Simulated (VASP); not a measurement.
Input of a VASP 6.6.1 run:

INCAR

```
SYSTEM = Au
  ALGO = Normal
  EDIFF = 1E-6
  ENCUT = 520
  GGA = PE
  ISIF = 2
  ISMEAR = -1
  LASPH = .True.
  LCHARG = .False.
  LREAL = .False.
  LWAVE = .False.
  NBANDS = 30
  NELM = 60
  PREC = Accurate
  SIGMA = 0.1
```

Contents of KPOINTS:

```
k-points
0
Gamma
  12 12 4
  0 0 0
```

File POSCAR:

```
Au
1.0
    2.9424042938      0.0000000000      0.0000000000
   -1.4712021469      2.5481968667      0.0000000000
    0.0000000000      0.0000000000      9.6021708703
Au
4
Direct
    0.0000000000      0.0000000000      0.0000000000
    0.0000000000      0.0000000000      0.5000000000
    0.3333333333      0.6666666667      0.2500000000
    0.6666666667      0.3333333333      0.7500000000
```

Potentials or basis: VASP PAW PBE potentials, release 64 (Au).

Command:

```console
$ cat potpaw_PBE.64/Au/POTCAR > POTCAR
$ mpirun -np 1 vasp_std > vasp.out
```

Estimate the pressure.

-0.2 GPa.

What does it give for the band gap on the k mesh?

Zero (band 22 reaches 11.19 eV, above the bottom of band 23 at 6.33 eV).

Caveat: spin-orbit coupling is left out, which moves the levels of the heavy elements.
